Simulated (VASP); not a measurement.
# Ru (P6_3/mmc) in VASP: settings compared

Ru is run at these levels: revPBE+D3(BJ), PBEsol, PBE, RPBE; tasks: single point.

Program: VASP 6.6.1. These are calculated values, not measurements. Logs are shortened: lines on timing, memory, paths and dates and some standing lists are left out, and cuts for length are marked.

### Step 1. The cell of the first run

The structure is hexagonal, space group P6_3/mmc (No. 194). The conventional cell has a = 2.693 Å, b = 2.693 Å, c = 4.237 Å, α = 90.00°, β = 90.00°, γ = 120.00°. Within 3.5 Å of Ru (site symmetry -6m2) lie 12 Ru at 2.63 to 2.69 Å.

### Step 2. Single point, revPBE+D3(BJ)

INCAR

```
SYSTEM = Ru
ALGO     = Normal         ! electronic algorithm
EDIFF    = 1E-7           ! SCF threshold, eV
ENCUT    = 520            ! plane-wave cutoff, eV
GGA      = RE             ! functional
ISIF     = 2              ! what is computed and relaxed
ISMEAR   = -1             ! smearing method
IVDW     = 12             ! dispersion correction
LASPH    = .TRUE.         ! aspherical terms in the spheres
LCHARG   = .FALSE.        ! write CHGCAR
LREAL    = .FALSE.        ! projectors in reciprocal space
LWAVE    = .FALSE.        ! write WAVECAR
NBANDS   = 21             ! bands
NELM     = 100            ! most SCF steps
PREC     = Accurate       ! precision mode
SIGMA    = 0.1            ! smearing width, eV
```

KPOINTS

```
k-points
0
G
  10 10 6
  0 0 0
```

POSCAR

```
Ru
1.0
    2.6930003800      0.0000000000      0.0000000000
   -1.3465001900      2.3322067415      0.0000000000
    0.0000000000      0.0000000000      4.2365606993
Ru
2
Direct
    0.3333333333      0.6666666667      0.2500000000
    0.6666666667      0.3333333333      0.7500000000
```

Potentials or basis: VASP PAW PBE potentials, release 64 (Ru_pv).

The run is started by

```bash
$ cat potpaw_PBE.64/Ru_pv/POTCAR > POTCAR
$ mpirun -np 1 vasp_std > vasp.out
```

OUTCAR:

```text
SYSTEM = Ru
   EDIFF = 1E-7
   ENCUT = 520
   GGA = RE
   ISIF = 2
   ISMEAR = -1
   IVDW = 12
   LASPH = .TRUE.
   LREAL = .FALSE.
   NELM = 100
   PREC = Accurate
 IVDW          = 12

 ion  position               nearest neighbor table
   1  0.333  0.667  0.250-   2 2.63   2 2.63   2 2.63   2 2.63   2 2.63   2 2.63
   2  0.667  0.333  0.750-   1 2.63   1 2.63   1 2.63   1 2.63   1 2.63   1 2.63

  LATTYP: Found a hexagonal cell.
 ALAT       =     2.6930003800
 C/A-ratio  =     1.5731749356

  Lattice vectors:

 A1 = (   2.6930003800,   0.0000000000,   0.0000000000)
 A2 = (  -1.3465001900,   2.3322067415,   0.0000000000)
 A3 = (   0.0000000000,   0.0000000000,   4.2365606993)

Analysis of symmetry for initial positions (statically):
=====================================================================
 Subroutine PRICEL returns:
 Original cell was already a primitive cell.

 Routine SETGRP: Setting up the symmetry group for a
 hexagonal supercell.

 Subroutine GETGRP returns: Found 24 space group operations
 (whereof 12 operations were pure point group operations)
 out of a pool of 24 trial point group operations.

The static configuration has the point symmetry D_3d.
 The point group associated with its full space group is D_6h.

Analysis of symmetry for dynamics (positions and initial velocities):
=====================================================================
 Subroutine PRICEL returns:
 Original cell was already a primitive cell.

 Routine SETGRP: Setting up the symmetry group for a
 hexagonal supercell.

 Subroutine GETGRP returns: Found 24 space group operations
 (whereof 12 operations were pure point group operations)
 out of a pool of 24 trial point group operations.

The dynamic configuration has the point symmetry D_3d.
 The point group associated with its full space group is D_6h.

 Subroutine INISYM returns: Found 24 space group operations
 (whereof 12 operations are pure point group operations),
 and found     1 'primitive' translations

----------------------------------------------------------------------------------------

                                     Primitive cell

  volume of cell :      26.6083

  direct lattice vectors                    reciprocal lattice vectors
     2.693000380  0.000000000  0.000000000     0.371333033  0.214389227  0.000000000
    -1.346500190  2.332206741  0.000000000     0.000000000  0.428778454  0.000000000
     0.000000000  0.000000000  4.236560699     0.000000000  0.000000000  0.236040522

  length of vectors
     2.693000380  2.693000380  4.236560699     0.428778454  0.428778454  0.236040522

  position of ions in fractional coordinates (direct lattice)
     0.333333333  0.666666667  0.250000000
     0.666666667  0.333333333  0.750000000

  ion indices of the primitive-cell ions
   primitive index   ion index
                 1           1
                 2           2

----------------------------------------------------------------------------------------

 KPOINTS: k-points

Automatic generation of k-mesh.
 Grid dimensions read from file:
 generate k-points for:   10   10    6

 Generating k-lattice:

  Cartesian coordinates                     Fractional coordinates (reciprocal lattice)
     0.037133303  0.021438923  0.000000000     0.100000000  0.000000000  0.000000000
     0.000000000  0.042877845  0.000000000     0.000000000  0.100000000  0.000000000
     0.000000000  0.000000000  0.039340087     0.000000000  0.000000000  0.166666667

  Length of vectors
     0.042877845  0.042877845  0.039340087

  Shift w.r.t. Gamma in fractional coordinates (k-lattice)
     0.000000000  0.000000000  0.000000000

 Subroutine IBZKPT returns following result:
 ===========================================

 Found     56 irreducible k-points:

 Following reciprocal coordinates:
            Coordinates               Weight
  0.000000  0.000000  0.000000      1.000000
  0.100000  0.000000  0.000000      6.000000
  0.200000  0.000000  0.000000      6.000000
  0.300000  0.000000  0.000000      6.000000
  0.400000  0.000000  0.000000      6.000000
  0.500000  0.000000  0.000000      3.000000
[... 16 lines left out ...]
  0.300000  0.100000  0.166667     24.000000
  0.400000  0.100000  0.166667     24.000000
 [... further k-points ...]
   k-points           NKPTS =     56   k-points in BZ     NKDIM =     56   number of bands    NBANDS=     21
   number of dos      NEDOS =    301   number of ions     NIONS =      2
   total plane-waves  NPLWV =  12800
   dimension x,y,z NGX =    20 NGY =   20 NGZ =   32
   dimension x,y,z NGXF=    40 NGYF=   40 NGZF=   64
   ions per type =               2
   NGX,Y,Z   is equivalent  to a cutoff of  12.35, 12.35, 12.56 a.u.
   NGXF,Y,Z  is equivalent  to a cutoff of  24.69, 24.69, 25.11 a.u.
 SYSTEM =  Ru
   PREC   = accura    normal or accurate (medium, high low for compatibility)
   ISTART =      0    job   : 0-new  1-cont  2-samecut
   ICHARG =      2    charge: 1-file 2-atom 10-const
   ISPIN  =      1    spin polarized calculation?
   LNONCOLLINEAR =      F non collinear calculations
   LSORBIT =      F    spin-orbit coupling
   LASPH  =      T    aspherical Exc in radial PAW
   ENCUT  =  520.0 eV  38.22 Ry    6.18 a.u.   5.01  5.01  7.88*2*pi/ulx,y,z
   NELM   =    100;   NELMIN=  2; NELMDL= -5     # of ELM steps
   EDIFF  = 0.1E-06   stopping-criterion for ELM
   LREAL  =      F    real-space projection
   EDIFFG = 0.1E-05   stopping-criterion for IOM
   NSW    =      0    number of steps for IOM
   IBRION =     -1    ionic relax: 0-MD 1-quasi-New 2-CG
   NFREE  =      0    steps in history (QN), initial steepest desc. (CG)
   ISIF   =      2    stress and relaxation
   ISYM   =      2    0-nonsym 1-usesym 2-fastsym
   POTIM  = 0.5000    time-step for ionic-motion
   TEBEG  =    0.0;   TEEND  =   0.0 temperature during run
   PSTRESS=    0.0 pullay stress
   NELECT =      28.0000    total number of electrons
   NUPDOWN=      -1.0000    fix difference up-down
   EMIN   =  10.00;   EMAX   =-10.00  energy-range for DOS
   EFERMI =   0.00;   METHOD = LEGACY
   ISMEAR =    -1;   SIGMA  =   0.10  broadening in eV -4-tet -1-fermi 0-gaus
   EFERMI_NEDOS =   21; number of points for ismear=-14 and -15
   IALGO  =     38    algorithm
   IMIX   =      4    mixing-type and parameters
     AMIX     =   0.40;   BMIX     =  1.00
     AMIX_MAG =   1.60;   BMIX_MAG =  1.00
  volume/ion in A,a.u.               =      13.30        89.78
  Fermi-wavevector in a.u.,A,eV,Ry     =   1.665157  3.146691 37.725529  2.772748
  Thomas-Fermi vector in A             =   2.751576
   LORBIT       =      0    0 simple, 1 ext, 2 COOP (PROOUT), +10 PAW based schemes
   GGA     = RE    functional components
   LHFCALC =     F    Hartree Fock is set to
   AEXX    =    0.0000 exact exchange contribution
   IVDW    =    12    specifies the selected vdW correction
   LEPSILON=     F    determine dielectric tensor
   LRPA    =     F    only Hartree local field effects (RPA)
 non-spin polarized calculation
  energy-cutoff  :      520.00
  volume of cell :       26.61
 maximum number of plane-waves:       731
 NGX is ok and might be reduce to    20
   NGX =  9   NGY =  9   NGZ = 15

 number of electron      27.9999996 magnetization

 Free energy of the ion-electron system (eV)
  ---------------------------------------------------
  ext. energy  EPLUGINS =         0.00000000
  ---------------------------------------------------
  free energy    TOTEN  =       -17.40643464 eV

  energy without entropy =      -17.34587599  energy(sigma->0) =      -17.37615532

 E-fermi :  13.2749     XC(G=0): -14.1943

 val. band max:       13.1343557748   @ k =   0.5000   0.0000   0.1667
 cond. band min:      13.2788648020   @ k =   0.1000   0.1000   0.3333
 fundamental gap:      0.1445090272
 Fermi energy:        13.2749347699

 k-point     1 :       0.0000    0.0000    0.0000
  band No.  band energies     occupation
      1     -30.4751      2.00000
      2     -29.4759      2.00000
      3     -29.4759      2.00000
      4     -29.2893      2.00000
      5     -29.2893      2.00000
      6     -29.2390      2.00000
[... 13 lines left out ...]
     20      23.7251      0.00000
     21      23.9445      0.00000

 k-point     2 :       0.1000    0.0000    0.0000
  band No.  band energies     occupation
      1     -30.4389      2.00000
      2     -29.5510      2.00000
      3     -29.5014      2.00000
      4     -29.3675      2.00000
      5     -29.2993      2.00000
      6     -29.2565      2.00000
[... 13 lines left out ...]
     20      23.7250      0.00000
     21      23.8879      0.00000

 k-point     3 :       0.2000    0.0000    0.0000
  band No.  band energies     occupation
      1     -30.3374      2.00000
      2     -29.7475      2.00000
      3     -29.5663      2.00000
      4     -29.5653      2.00000
      5     -29.3279      2.00000
      6     -29.3088      2.00000
[... 13 lines left out ...]
     20      23.7250      0.00000
     21      23.7494      0.00000

 k-point     4 :       0.3000    0.0000    0.0000
  band No.  band energies     occupation
      1     -30.1911      2.00000
      2     -29.9904      2.00000
      3     -29.8011      2.00000
      4     -29.6405      2.00000
      5     -29.3940      2.00000
      6     -29.3663      2.00000
[... 13 lines left out ...]
     20      23.7250      0.00000
     21      23.7287      0.00000

 k-point     5 :       0.4000    0.0000    0.0000
  band No.  band energies     occupation
      1     -30.1861      2.00000
      2     -30.0378      2.00000
      3     -29.9833      2.00000
      4     -29.6990      2.00000
      5     -29.4974      2.00000
      6     -29.3988      2.00000
[... 13 lines left out ...]
     20      23.7249      0.00000
     21      24.2419      0.00000
[... 382 lines left out ...]
     20      23.7250      0.00000
     21      25.2241      0.00000

 k-point    22 :       0.2000    0.1000    0.1667
  band No.  band energies     occupation
      1     -30.2317      2.00000
      2     -29.8360      2.00000
      3     -29.7765      2.00000
      4     -29.5959      2.00000
      5     -29.4037      2.00000
      6     -29.3611      2.00000
[... 13 lines left out ...]
     20      23.7250      0.00000
     21      25.3844      0.00000

 k-point    23 :       0.3000    0.1000    0.1667
  band No.  band energies     occupation
      1     -30.2100      2.00000
      2     -30.0099      2.00000
      3     -29.8814      2.00000
      4     -29.6839      2.00000
      5     -29.4692      2.00000
      6     -29.4214      2.00000
[... 13 lines left out ...]
     20      23.7250      0.00000
     21      24.8238      0.00000

 k-point    24 :       0.4000    0.1000    0.1667
  band No.  band energies     occupation
      1     -30.2825      2.00000
      2     -30.0931      2.00000
      3     -29.8681      2.00000
      4     -29.7189      2.00000
      5     -29.5387      2.00000
      6     -29.4608      2.00000
[... 13 lines left out ...]
     20      23.7248      0.00000
     21      24.1598      0.00000

 [... further k-points ...]

------------------------ aborting loop because EDIFF is reached ----------------------------------------

 Edisp (eV)   -2.41289

 E8    (eV) :    -1.7237

  FORCE on cell =-STRESS in cart. coord.  units (eV):
  Direction    XX          YY          ZZ          XY          YZ          ZX
  --------------------------------------------------------------------------------------
  -------------------------------------------------------------------------------------
  Total      -0.00408    -0.00408     0.00177    -0.00000     0.00000     0.00000
  in kB      -0.24584    -0.24584     0.10680    -0.00000     0.00000     0.00000
  external pressure =       -0.13 kB  Pullay stress =        0.00 kB

 VOLUME and BASIS-vectors are now :
 -----------------------------------------------------------------------------
  energy-cutoff  :      520.00
  volume of cell :       26.61
      direct lattice vectors                 reciprocal lattice vectors
     2.693000380  0.000000000  0.000000000     0.371333033  0.214389227  0.000000000
    -1.346500190  2.332206741  0.000000000     0.000000000  0.428778454  0.000000000
     0.000000000  0.000000000  4.236560699     0.000000000  0.000000000  0.236040522

 POSITION                                       TOTAL-FORCE (eV/Angst)
 -----------------------------------------------------------------------------------
     -0.00000      1.55480      1.05914        -0.000000      0.000000      0.000000
      1.34650      0.77740      3.17742         0.000000     -0.000000      0.000000
 -----------------------------------------------------------------------------------
    total drift:                               -0.000000      0.000000     -0.000000

  FREE ENERGIE OF THE ION-ELECTRON SYSTEM (eV)
  ---------------------------------------------------
  free  energy   TOTEN  =       -19.8193198616 eV

  energy  without entropy=      -19.7587612123  energy(sigma->0) =      -19.78904054
```

Wall time 30 s (1 thread of Intel Xeon 8259CL, shared host); peak memory 0.16 GiB.

Results:

```
Free energy                : -19.8193 eV
Pressure                   : 0.0 GPa
Band gap on the k mesh     : zero (bands 14 and 15 overlap by 3.31 eV)
Dispersion energy per atom : -1.206 eV
```

Caveat: the PAW data sets were made with another functional, which shifts forces and pressure a little.

### Step 3. Single point, PBEsol

This run uses another cell than the first one, of 13.34 Å³/atom.

INCAR

```
SYSTEM = Ru
  PREC = Accurate
  ENCUT = 520
  EDIFF = 1E-6
  ISMEAR = -1
  SIGMA = 0.1
  LREAL = .False.
  LASPH = .True.
  NELM = 80
  ALGO = Normal
  ISIF = 2
  LWAVE = .False.
  LCHARG = .False.
  GGA = PS
  NBANDS = 21
```

KPOINTS

```
Automatic mesh
0
Gamma
  10 10 6
  0 0 0
```

POSCAR

```
Ru
1.0
    2.6963519222      0.0000000000      0.0000000000
   -1.3481759611      2.3351092622      0.0000000000
    0.0000000000      0.0000000000      4.2363277791
Ru
2
Direct
    0.3333333333      0.6666666667      0.2500000000
    0.6666666667      0.3333333333      0.7500000000
```

Potentials or basis: VASP PAW PBE potentials, release 64 (Ru_pv).

The run is started by

```bash
$ cat potpaw_PBE.64/Ru_pv/POTCAR > POTCAR
$ mpirun -np 1 vasp_std > vasp.out
```

It took 28 s on 1 thread of Intel Xeon 8259CL, shared host; peak memory 0.15 GiB.

Results (log left out):

```yaml
Free_energy: -20.3525 eV
Pressure: 0.0 GPa
Band_gap_on_the_k_mesh: zero (bands 14 and 15 overlap by 3.32 eV)
```

Levels at points of the mesh, in eV from the Fermi level:
| k point | band 10 | band 11 | band 12 | band 13 | band 14 | band 15 | band 16 | band 17 | band 18 | band 19 |
| --- | --- | --- | --- | --- | --- | --- | --- | --- | --- | --- |
| (0.00, 0.00, 0.00) | -2.69 | -2.44 | -1.97 | -1.97 | -1.49 | -1.49 | 1.22 | 1.22 | 1.34 | 10.22 |
| (0.50, 0.00, 0.00) | -3.16 | -2.09 | -1.89 | -1.54 | 1.43 | 1.88 | 2.02 | 4.13 | 6.20 | 10.25 |
| (0.00, 0.00, 0.50) | -2.88 | -2.88 | -2.88 | -2.76 | -2.76 | 0.57 | 0.57 | 0.57 | 0.57 | 10.25 |
| (0.50, 0.00, 0.50) | -4.65 | -1.12 | -1.12 | 0.43 | 0.43 | 1.71 | 1.71 | 3.42 | 3.42 | 10.23 |

Caveat: the PAW data sets were made with another functional, which shifts forces and pressure a little.

(Continued in part 2 of 2.)
